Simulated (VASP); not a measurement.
MgCdS4, 6 atoms in the cell. Symmetry: I4/mmm, No. 139, tetragonal system. The conventional cell has a = 7.237 Å, b = 7.237 Å, c = 5.337 Å, α = 90.00°, β = 90.00°, γ = 90.00°. Within 3.3 Å of Mg (site symmetry 4/mmm) lie 4 S at 2.52 Å and 2 Cd at 2.67 Å. Within 3.4 Å of Cd (site symmetry 4/mmm) lie 4 S at 2.60 Å and 2 Mg at 2.67 Å. Within 3.3 Å of S (site symmetry m2m) lie 1 Mg at 2.52 Å and 1 Cd at 2.60 Å and 2 S at 2.67 Å. The cell was built from a structure type or drawn by symmetry, and may not be a known phase.

| Quantity | Value |
| --- | --- |
| Program | VASP 6.6.1 |
| Task | single point |
| Functional | PBE |
| Potentials or basis | VASP PAW PBE potentials, release 64 (Mg, Cd, S) |
| Cutoff | 520 eV |
| k mesh | 10 × 10 × 10 |
| Occupations | gaussian, width 0.1 eV |
| Spin | no spin polarisation |
| Dipole correction | no |
| Further INCAR settings | ALGO = Normal; EDIFF = 1e-06; NBANDS = 28 |

Potentials or basis: VASP PAW PBE potentials, release 64 (Mg, Cd, S).

Launch:

```sh
$ cat potpaw_PBE.64/Mg/POTCAR potpaw_PBE.64/Cd/POTCAR potpaw_PBE.64/S/POTCAR > POTCAR
$ mpirun -np 1 vasp_std > vasp.out
```

Hardware: 1 thread of Intel(R) Xeon(R) 6975P-C (Granite Rapids), on a shared host.

**Question.** Estimate the wall time of this run.

**Answer.** It took 4.9 min on 1 thread of Intel(R) Xeon(R) 6975P-C (Granite Rapids), with other jobs on the host, peak memory 0.57 GiB. Counts: scf iterations 14, k points 102.
